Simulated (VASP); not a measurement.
# B (Pnnm) in VASP: single point with PBE

Aim: the single point of B with PBE.

Program: VASP 6.6.1. These are calculated values, not measurements. Logs are shortened: lines on timing, memory, paths and dates and some standing lists are left out, and cuts for length are marked.

### 1 The cell of the first run

It takes space group Pnnm (No. 58, orthorhombic). The conventional cell has a = 3.037 Å, b = 4.210 Å, c = 4.178 Å, α = 90.00°, β = 90.00°, γ = 90.00°. B (site symmetry 2) has 5 B at 1.73 Å within 2.3 Å. Within 2.3 Å of B (site symmetry m) lie 5 B at 1.73 Å.

The cell was generated, and may not be a known phase.

### 2 Single point, PBE

Contents of INCAR:

```
PREC = Accurate
ENCUT = 500
EDIFF = 1E-6
ISMEAR = 0
SIGMA = 0.1
LREAL = F
LASPH = T
NELM = 120
ALGO = Normal
ISIF = 2
LWAVE = F
LCHARG = F
GGA = PE
NBANDS = 22
GGA_COMPAT = F
```

Contents of KPOINTS:

```
regular mesh
0
Gamma
  6 4 4
```

Contents of POSCAR:

```
B
1.0
    3.0366966700      0.0000000000      0.0000000000
    0.0000000000      4.2097396900      0.0000000000
    0.0000000000      0.0000000000      4.1784618600
B
8
Direct
    0.0000000000      0.0000000000      0.7069650600
    0.5000000000      0.5000000000      0.7930349400
    0.0000000000      0.0000000000      0.2930349400
    0.5000000000      0.5000000000      0.2069650600
    0.6685199300      0.8344007600      0.0000000000
    0.3314800700      0.1655992400      0.0000000000
    0.1685199300      0.6655992400      0.5000000000
    0.8314800700      0.3344007600      0.5000000000
```

Potentials or basis: VASP PAW PBE potentials, release 64 (B).

Started as:

```console
$ cat potpaw_PBE.64/B/POTCAR > POTCAR
$ mpirun -np 1 vasp_std > vasp.out
```

OUTCAR:

```text
PREC = Accurate
   ENCUT = 500
   EDIFF = 1E-6
   ISMEAR = 0
   LREAL = F
   LASPH = T
   NELM = 120
   ISIF = 2
   GGA = PE

 ion  position               nearest neighbor table
   1  0.000  0.000  0.707-   7 1.73   8 1.73   3 1.73   5 1.73   6 1.73
   2  0.500  0.500  0.793-   5 1.73   6 1.73   4 1.73   7 1.73   8 1.73
   3  0.000  0.000  0.293-   7 1.73   8 1.73   1 1.73   5 1.73   6 1.73
   4  0.500  0.500  0.207-   5 1.73   6 1.73   2 1.73   7 1.73   8 1.73
   5  0.669  0.834  0.000-   2 1.73   4 1.73   6 1.73   1 1.73   3 1.73
   6  0.331  0.166  0.000-   2 1.73   4 1.73   5 1.73   1 1.73   3 1.73
   7  0.169  0.666  0.500-   1 1.73   3 1.73   8 1.73   4 1.73   2 1.73
   8  0.831  0.334  0.500-   1 1.73   3 1.73   7 1.73   4 1.73   2 1.73

  LATTYP: Found a simple orthorhombic cell.
 ALAT       =     3.0366966700
 B/A-ratio  =     1.3759892126
 C/A-ratio  =     1.3862891647

  Lattice vectors:

 A1 = (  -3.0366966700,   0.0000000000,   0.0000000000)
 A2 = (   0.0000000000,   0.0000000000,   4.1784618600)
 A3 = (   0.0000000000,   4.2097396900,   0.0000000000)

Analysis of symmetry for initial positions (statically):
=====================================================================
 Subroutine PRICEL returns:
 Original cell was already a primitive cell.

 Routine SETGRP: Setting up the symmetry group for a
 simple orthorhombic supercell.

 Subroutine GETGRP returns: Found  8 space group operations
 (whereof  4 operations were pure point group operations)
 out of a pool of  8 trial point group operations.

The static configuration has the point symmetry C_2h.
 The point group associated with its full space group is D_2h.

Analysis of symmetry for dynamics (positions and initial velocities):
=====================================================================
 Subroutine PRICEL returns:
 Original cell was already a primitive cell.

 Routine SETGRP: Setting up the symmetry group for a
 simple orthorhombic supercell.

 Subroutine GETGRP returns: Found  8 space group operations
 (whereof  4 operations were pure point group operations)
 out of a pool of  8 trial point group operations.

The dynamic configuration has the point symmetry C_2h.
 The point group associated with its full space group is D_2h.

 Subroutine INISYM returns: Found  8 space group operations
 (whereof  4 operations are pure point group operations),
 and found     1 'primitive' translations

----------------------------------------------------------------------------------------

                                     Primitive cell

  volume of cell :      53.4162

  direct lattice vectors                    reciprocal lattice vectors
     3.036696670  0.000000000  0.000000000     0.329305199  0.000000000  0.000000000
     0.000000000  4.209739690  0.000000000     0.000000000  0.237544379  0.000000000
     0.000000000  0.000000000  4.178461860     0.000000000  0.000000000  0.239322515

  length of vectors
     3.036696670  4.209739690  4.178461860     0.329305199  0.237544379  0.239322515

  position of ions in fractional coordinates (direct lattice)
     0.000000000  0.000000000  0.706965060
     0.500000000  0.500000000  0.793034940
     0.000000000  0.000000000  0.293034940
     0.500000000  0.500000000  0.206965060
     0.668519930  0.834400760  0.000000000
     0.331480070  0.165599240  0.000000000
     0.168519930  0.665599240  0.500000000
     0.831480070  0.334400760  0.500000000

  ion indices of the primitive-cell ions
   primitive index   ion index
                 1           1
                 2           2
                 3           3
                 4           4
                 5           5
                 6           6
                 7           7
                 8           8

----------------------------------------------------------------------------------------

 KPOINTS: regular mesh

Automatic generation of k-mesh.
 Grid dimensions read from file:
 generate k-points for:    6    4    4

 Generating k-lattice:

  Cartesian coordinates                     Fractional coordinates (reciprocal lattice)
     0.054884200  0.000000000  0.000000000     0.166666667  0.000000000  0.000000000
     0.000000000  0.059386095  0.000000000     0.000000000  0.250000000  0.000000000
     0.000000000  0.000000000  0.059830629     0.000000000  0.000000000  0.250000000

  Length of vectors
     0.054884200  0.059386095  0.059830629

  Shift w.r.t. Gamma in fractional coordinates (k-lattice)
     0.000000000  0.000000000  0.000000000

 Subroutine IBZKPT returns following result:
 ===========================================

 Found     36 irreducible k-points:

 Following reciprocal coordinates:
            Coordinates               Weight
  0.000000  0.000000  0.000000      1.000000
  0.166667  0.000000  0.000000      2.000000
  0.333333  0.000000  0.000000      2.000000
  0.500000  0.000000  0.000000      1.000000
  0.000000  0.250000  0.000000      2.000000
  0.166667  0.250000  0.000000      4.000000
[... 16 lines left out ...]
  0.333333  0.500000  0.250000      4.000000
  0.500000  0.500000  0.250000      2.000000
 [... further k-points ...]
   k-points           NKPTS =     36   k-points in BZ     NKDIM =     36   number of bands    NBANDS=     22
   number of dos      NEDOS =    301   number of ions     NIONS =      8
   total plane-waves  NPLWV =  23040
   dimension x,y,z NGX =    24 NGY =   32 NGZ =   30
   dimension x,y,z NGXF=    48 NGYF=   64 NGZF=   60
   ions per type =               8
   NGX,Y,Z   is equivalent  to a cutoff of  13.14, 12.64, 11.94 a.u.
   NGXF,Y,Z  is equivalent  to a cutoff of  26.28, 25.27, 23.87 a.u.
 SYSTEM =  unknown system
   PREC   = accura    normal or accurate (medium, high low for compatibility)
   ISTART =      0    job   : 0-new  1-cont  2-samecut
   ICHARG =      2    charge: 1-file 2-atom 10-const
   ISPIN  =      1    spin polarized calculation?
   LNONCOLLINEAR =      F non collinear calculations
   LSORBIT =      F    spin-orbit coupling
   LASPH  =      T    aspherical Exc in radial PAW
   ENCUT  =  500.0 eV  36.75 Ry    6.06 a.u.   5.54  7.68  7.62*2*pi/ulx,y,z
   NELM   =    120;   NELMIN=  2; NELMDL= -5     # of ELM steps
   EDIFF  = 0.1E-05   stopping-criterion for ELM
   LREAL  =      F    real-space projection
   EDIFFG = 0.1E-04   stopping-criterion for IOM
   NSW    =      0    number of steps for IOM
   IBRION =     -1    ionic relax: 0-MD 1-quasi-New 2-CG
   NFREE  =      0    steps in history (QN), initial steepest desc. (CG)
   ISIF   =      2    stress and relaxation
   ISYM   =      2    0-nonsym 1-usesym 2-fastsym
   POTIM  = 0.5000    time-step for ionic-motion
   TEBEG  =    0.0;   TEEND  =   0.0 temperature during run
   PSTRESS=    0.0 pullay stress
   NELECT =      24.0000    total number of electrons
   NUPDOWN=      -1.0000    fix difference up-down
   EMIN   =  10.00;   EMAX   =-10.00  energy-range for DOS
   EFERMI =   0.00;   METHOD = LEGACY
   ISMEAR =     0;   SIGMA  =   0.10  broadening in eV -4-tet -1-fermi 0-gaus
   EFERMI_NEDOS =   21; number of points for ismear=-14 and -15
   IALGO  =     38    algorithm
   IMIX   =      4    mixing-type and parameters
     AMIX     =   0.40;   BMIX     =  1.00
     AMIX_MAG =   1.60;   BMIX_MAG =  1.00
  volume/ion in A,a.u.               =       6.68        45.06
  Fermi-wavevector in a.u.,A,eV,Ry     =   1.253875  2.369480 21.391111  1.572202
  Thomas-Fermi vector in A             =   2.387707
   LORBIT       =      0    0 simple, 1 ext, 2 COOP (PROOUT), +10 PAW based schemes
   GGA     = PE    functional components
   LHFCALC =     F    Hartree Fock is set to
   AEXX    =    0.0000 exact exchange contribution
   IVDW    =     0    specifies the selected vdW correction
   LEPSILON=     F    determine dielectric tensor
   LRPA    =     F    only Hartree local field effects (RPA)
 non-spin polarized calculation
 Gauss-broadening in eV      SIGMA  =   0.10
  energy-cutoff  :      500.00
  volume of cell :       53.42
 maximum number of plane-waves:      1387
 NGX is ok and might be reduce to    24
   NGX = 11   NGY = 15   NGZ = 15

 number of electron      24.0000000 magnetization

 Free energy of the ion-electron system (eV)
  ---------------------------------------------------
  ext. energy  EPLUGINS =         0.00000000
  ---------------------------------------------------
  free energy    TOTEN  =       -48.05100446 eV

  energy without entropy =      -48.03772308  energy(sigma->0) =      -48.04436377

 E-fermi :   6.8368     XC(G=0): -12.1214

 val. band max:        6.8302726120   @ k =   0.0000   0.2500   0.2500
 cond. band min:       6.8462606009   @ k =   0.3333   0.0000   0.2500
 fundamental gap:      0.0159879889
 Fermi energy:         6.8367545003

 k-point     1 :       0.0000    0.0000    0.0000
  band No.  band energies     occupation
      1      -9.0409      2.00000
      2      -3.1842      2.00000
      3      -2.8298      2.00000
      4      -2.5213      2.00000
      5      -2.0811      2.00000
      6       0.3189      2.00000
[... 14 lines left out ...]
     21      18.0143      0.00000
     22      18.2053      0.00000

 k-point     2 :       0.1667    0.0000    0.0000
  band No.  band energies     occupation
      1      -8.6867      2.00000
      2      -2.9123      2.00000
      3      -2.7400      2.00000
      4      -2.1869      2.00000
      5      -1.7179      2.00000
      6       0.3738      2.00000
[... 14 lines left out ...]
     21      17.2518      0.00000
     22      18.6544      0.00000

 k-point     3 :       0.3333    0.0000    0.0000
  band No.  band energies     occupation
      1      -7.6325      2.00000
      2      -3.8182      2.00000
      3      -1.8891      2.00000
      4      -1.2340      2.00000
      5      -0.7203      2.00000
      6      -0.6367      2.00000
[... 14 lines left out ...]
     21      19.2831      0.00000
     22      19.6037      0.00000
[... 476 lines left out ...]
 k-point    23 :       0.3333    0.5000    0.2500
  band No.  band energies     occupation
      1      -5.6642      2.00000
      2      -5.6642      2.00000
      3      -2.8379      2.00000
      4      -2.8379      2.00000
      5      -1.0833      2.00000
      6      -1.0833      2.00000
[... 14 lines left out ...]
     21      16.7216      0.00000
     22      16.7216      0.00000

 k-point    24 :       0.5000    0.5000    0.2500
  band No.  band energies     occupation
      1      -4.4751      2.00000
      2      -4.4751      2.00000
      3      -3.3310      2.00000
      4      -3.3310      2.00000
      5      -1.6250      2.00000
      6      -1.6250      2.00000
[... 14 lines left out ...]
     21      16.8461      0.00000
     22      16.8461      0.00000

 [... further k-points ...]
[... 5 lines left out ...]
  --------------------------------------------------------------------------------------
  -------------------------------------------------------------------------------------
  Total        9.2658985      9.5359545      5.3311747      0.0000000      0.0000000      0.0000000
  in kB      277.9233415    286.0234592    159.9043941      0.0000000      0.0000000      0.0000000
  external PRESSURE =     241.2837316 kB  Pullay stress =       0.0000000 kB

 VOLUME and BASIS-vectors are now :
 -----------------------------------------------------------------------------
  energy-cutoff  :      500.00
  volume of cell :       53.42
      direct lattice vectors                 reciprocal lattice vectors
     3.036696670  0.000000000  0.000000000     0.329305199  0.000000000  0.000000000
     0.000000000  4.209739690  0.000000000     0.000000000  0.237544379  0.000000000
     0.000000000  0.000000000  4.178461860     0.000000000  0.000000000  0.239322515

 POSITION                                       TOTAL-FORCE (eV/Angst)
 -----------------------------------------------------------------------------------
      0.00000      0.00000      2.95403         0.000000     -0.000000     -1.516888
      1.51835      2.10487      3.31367         0.000000     -0.000000      1.516888
      0.00000      0.00000      1.22444         0.000000     -0.000000      1.516888
      1.51835      2.10487      0.86480         0.000000     -0.000000     -1.516888
      2.03009      3.51261      0.00000        -0.124437     -0.012235     -0.000000
      1.00660      0.69713      0.00000         0.124437      0.012235     -0.000000
      0.51174      2.80200      2.08923        -0.124437      0.012235     -0.000000
      2.52495      1.40774      2.08923         0.124437     -0.012235     -0.000000
 -----------------------------------------------------------------------------------
    total drift:                               -0.000000     -0.000000     -0.000000

  FREE ENERGIE OF THE ION-ELECTRON SYSTEM (eV)
  ---------------------------------------------------
  free  energy   TOTEN  =       -48.0510044614 eV

  energy  without entropy=      -48.0377230835  energy(sigma->0) =      -48.04436377
```

Run time: 21 s. Hardware: 1 thread of Intel Xeon Platinum 8259CL at 2.50GHz (Skylake/Cascade Lake), shared host; peak memory 0.16 GiB.

What came out:

```yaml
Free_energy: -48.0510 eV
Pressure: 24.1 GPa
Largest_force: 1.517 eV/Å
Band_gap_on_the_k_mesh: zero (bands 12 and 13 overlap by 1.25 eV)
```

Forces on the atoms (eV/Å):
```
B    0.000  0.000 -1.517
B    0.000  0.000  1.517
B    0.000  0.000  1.517
B    0.000  0.000 -1.517
B   -0.124 -0.012  0.000
B    0.124  0.012  0.000
B   -0.124  0.012  0.000
B    0.124 -0.012  0.000
```

Caveat: the k points lie up to 0.38 Å⁻¹ apart, too coarse for converged energies and pressures of a metal; forces of over 1 eV/Å act on the atoms, so gaps and moduli don't describe the material at rest.
